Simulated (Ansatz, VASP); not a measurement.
## Two plane-wave programs on AlNi3

INCAR

```
PREC = Accurate
ENCUT = 520
EDIFF = 1E-7
ISMEAR = 0
SIGMA = 0.15
LREAL = F
LASPH = T
NELM = 100
ALGO = Fast
ISIF = 2
LWAVE = F
LCHARG = F
GGA = PS
NBANDS = 24
```

File KPOINTS:

```
Automatic mesh
0
Gamma
  14 14 14
```

Contents of POSCAR:

```
AlNi3
1.0
    0.3504476647      2.9840723992      2.9840723992
    2.9840723992      0.3504476647      2.9840723992
    2.9840723992      2.9840723992      0.3504476647
Al Ni
1 3
Direct
    0.5000000000      0.5000000000      0.5000000000
    0.2500000000      0.2500000000      0.2500000000
    0.0000000000      0.0000000000      0.0000000000
    0.7500000000      0.7500000000      0.7500000000
```

Input for Ansatz:

```yaml
crystal:
  lattice:
    - [0.3504476647, 2.9840723992, 2.9840723992]
    - [2.9840723992, 0.3504476647, 2.9840723992]
    - [2.9840723992, 2.9840723992, 0.3504476647]
  atoms:
    - { symbol: Al, position: [0.5, 0.5, 0.5] }
    - { symbol: Ni, position: [0.25, 0.25, 0.25] }
    - { symbol: Ni, position: [0.0, 0.0, 0.0] }
    - { symbol: Ni, position: [0.75, 0.75, 0.75] }
basis:
  ecutwfc: 520.0
kpoints:
  mp_grid: { grid: [14, 14, 14] }
hamiltonian:
  xc: pbesol
  pseudopotentials: { kind: paw, azcp: { folder: soft_1 } }
scf:
  occupations: { method: gaussian, width: 0.15 }
output:
  forces: true
  stress: true
  eigenvalues: true
```

Alike in both runs: task single point; functional PBEsol; k mesh 14 × 14 × 14; occupations gaussian, width 0.15 eV; no spin polarisation.

|  | VASP | Ansatz |
| --- | --- | --- |
| version | VASP 6.6.1 | Ansatz 0.2.0 |
| potentials or method | VASP PAW PBE potentials, release 64 (Al, Ni), cutoff 520 eV | scalar-relativistic, plane waves, PAW |
| valence electrons in the cell | 33 | 57 |

```tsv
	VASP	Ansatz	Ansatz less VASP
gap on the k mesh at the Fermi level (eV)	none	none	-
pressure (GPa)	6.3	6.2	-0.07
traceless stress, the component that is largest in VASP (GPa)	-12.49	-12.59	-0.096
rms of the force components (eV/Å)	0.042	0.047	+0.0051
```

VASP's potentials were made for PBE, not for PBEsol, and Ansatz warns of the same on its side. Atom by atom the forces differ by 0.005 eV/Å (rms over components). A gap of «none» marks a metal or a gap that the smearing closes. VASP's potentials hold 33 valence electrons a cell and Ansatz's 57, so a difference there can come from the potentials and not from the codes.
